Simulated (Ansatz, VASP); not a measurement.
## MnO: VASP beside Ansatz

INCAR

```
SYSTEM = MnO
ALGO = Normal
EDIFF = 1E-7
ENCUT = 520
GGA = PE
ISIF = 2
ISMEAR = -1
ISPIN = 2
LASPH = .TRUE.
LCHARG = .FALSE.
LDAU = .TRUE.
LDAUJ = 0 0
LDAUL = 2 -1
LDAUPRINT = 1
LDAUTYPE = 2
LDAUU = 3.5 0
LMAXMIX = 4
LORBIT = 11
LREAL = .FALSE.
LWAVE = .FALSE.
MAGMOM = 2.8 0
NBANDS = 20
NELM = 150
PREC = Accurate
SIGMA = 0.05
```

The input KPOINTS:

```
k-points
0
G
  10 10 10
  0 0 0
```

File POSCAR:

```
MnO
1.0
    0.0000000000      2.2522533547      2.2522533547
    2.2522533547      0.0000000000      2.2522533547
    2.2522533547      2.2522533547      0.0000000000
Mn O
1 1
Direct
    0.0000000000      0.0000000000      0.0000000000
    0.5000000000      0.5000000000      0.5000000000
```

Input for Ansatz:

```yaml
crystal:
  lattice:
    - [0.0, 2.252253354692254, 2.252253354692254]
    - [2.252253354692254, 0.0, 2.252253354692254]
    - [2.252253354692254, 2.252253354692254, 0.0]
  atoms:
    - { symbol: Mn, position: [0.0, 0.0, 0.0], spin: 2.8 }
    - { symbol: O, position: [0.5, 0.5, 0.5] }
basis:
  ecutwfc: 517.016338673772
kpoints:
  mp_grid:
    grid: [10, 10, 10]
hamiltonian:
  pseudopotentials:
    kind: paw
  hubbard:
    - { species: Mn, l: d, u_eff: 3.5 }
magnetization:
  spin_polarized: true
scf:
  occupations:
    method: fermi_dirac
    width: 0.05
output:
  stress: true
```

Alike in both runs: task single point; functional PBE; k mesh 10 × 10 × 10; occupations fermi-dirac, width 0.05 eV; collinear spin; Hubbard terms Mn d U = 3.5 eV.

|  | VASP | Ansatz |
| --- | --- | --- |
| version | VASP 6.6.1 | Ansatz 0.2.0 |
| potentials or method | VASP PAW PBE potentials, release 64 (Mn_pv, O), cutoff 520 eV | plane waves, PAW |
| valence electrons in the cell | 19 | 21 |

```tsv
	VASP	Ansatz	Ansatz less VASP
pressure (GPa)	1.0	2.3	+1.32
net moment per atom (μB)	2.50	2.50	0.000
size of the moment on the site where the two differ most (μB)	4.62	4.30	-0.315
```

Site moments also hang on the region over which each program counts them. The programs project onto different local orbitals, so the same U acts differently, and such runs can settle in different states. VASP's potentials hold 19 valence electrons a cell and Ansatz's 21, so a difference there can come from the potentials and not from the codes. Ansatz's warnings: filled band counts differ across k points.
